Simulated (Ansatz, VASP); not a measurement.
One calculation of Ag, two programs

INCAR

```
PREC     = Accurate       # precision mode
ENCUT    = 520            # plane-wave cutoff, eV
EDIFF    = 1E-7           # SCF threshold, eV
ISMEAR   = -1             # smearing method
SIGMA    = 0.15           # smearing width, eV
LREAL    = False          # projectors in reciprocal space
LASPH    = True           # aspherical terms in the spheres
NELM     = 60             # most SCF steps
ALGO     = Normal         # electronic algorithm
ISIF     = 2              # what is computed and relaxed
LWAVE    = False          # write WAVECAR
LCHARG   = False          # write CHGCAR
GGA      = PE             # functional
NBANDS   = 12             # bands
```

The input KPOINTS:

```
regular mesh
0
Gamma
  20 20 20
```

Contents of POSCAR:

```
Ag
1.0
    0.0000000000      2.0879084327      2.0879084327
    2.0879084327      0.0000000000      2.0879084327
    2.0879084327      2.0879084327      0.0000000000
Ag
1
Direct
    0.0000000000      0.0000000000      0.0000000000
```

Input for Ansatz:

```yaml
crystal:
  lattice:
    - [0.0, 2.0879084327, 2.0879084327]
    - [2.0879084327, 0.0, 2.0879084327]
    - [2.0879084327, 2.0879084327, 0.0]
  atoms:
    - { symbol: Ag, position: [0.0, 0.0, 0.0] }
basis:
  ecutwfc: 420
kpoints:
  mp_grid: { grid: [20, 20, 20] }
hamiltonian:
  xc: pbe
scf:
  occupations: { method: fermi_dirac, width: 0.15 }
output:
  forces: true
  stress: true
  eigenvalues: true
```

Alike in both runs: task single point; functional PBE; k mesh 20 × 20 × 20; occupations fermi-dirac, width 0.15 eV; no spin polarisation.

|  | VASP | Ansatz |
| --- | --- | --- |
| version | VASP 6.6.1 | Ansatz 0.2.0 |
| potentials or method | VASP PAW PBE potentials, release 64 (Ag), cutoff 520 eV | scalar-relativistic, plane waves, PAW |
| valence electrons in the cell | 11 | 19 |

VASP gave:

- gap on the k mesh at the Fermi level (eV): none
- pressure (GPa): -1.8

**Question.** What did Ansatz give for the same quantities?

**Answer.** gap on the k mesh at the Fermi level (eV): none; pressure (GPa): -1.7.

A gap of «none» marks a metal or a gap that the smearing closes. VASP's potentials hold 11 valence electrons a cell and Ansatz's 19, so a difference there can come from the potentials and not from the codes.
